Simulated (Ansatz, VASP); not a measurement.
## In2As3: VASP beside Ansatz

```
In As
1.0
     4.49218    0.00000    0.00000
    -2.24609    3.89034    0.00000
     0.00000    0.00000    8.14345
In As
2 3
Direct
  0.33333 0.66667 0.16353
  0.66667 0.33333 0.83647
  0.00000 0.00000 0.00000
  0.33333 0.66667 0.50115
  0.66667 0.33333 0.49885
```

Change from the starting cell: species swapped into the Ga3Ni2 type (P-3m1, No. 164).

Alike in both runs: functional PBE; k mesh 6 × 6 × 4; occupations gaussian, width 0.1 eV; no spin polarisation.

Ansatz relaxed the structure, and its values are those at the end. VASP's run is a single point on that final structure, the one shown.

```csv
,VASP,Ansatz
version,VASP 6.6.1,Ansatz 0.2.0
potentials or method,"VASP PAW PBE potentials, release 64 (In_d, As), cutoff 520 eV","scalar-relativistic, plane waves, PAW"
valence electrons in the cell,41,71
```

Ansatz gave:

```
gap on the k mesh at the Fermi level (eV) : none
pressure (GPa)                            : 0.1
rms of the force components (eV/Å)        : 0.002
```

Which values does VASP return?

gap on the k mesh at the Fermi level (eV): none; pressure (GPa): 0.2; rms of the force components (eV/Å): 0.004.

A gap of «none» marks a metal or a gap that the smearing closes. VASP's potentials hold 41 valence electrons a cell and Ansatz's 71, so a difference there can come from the potentials and not from the codes.
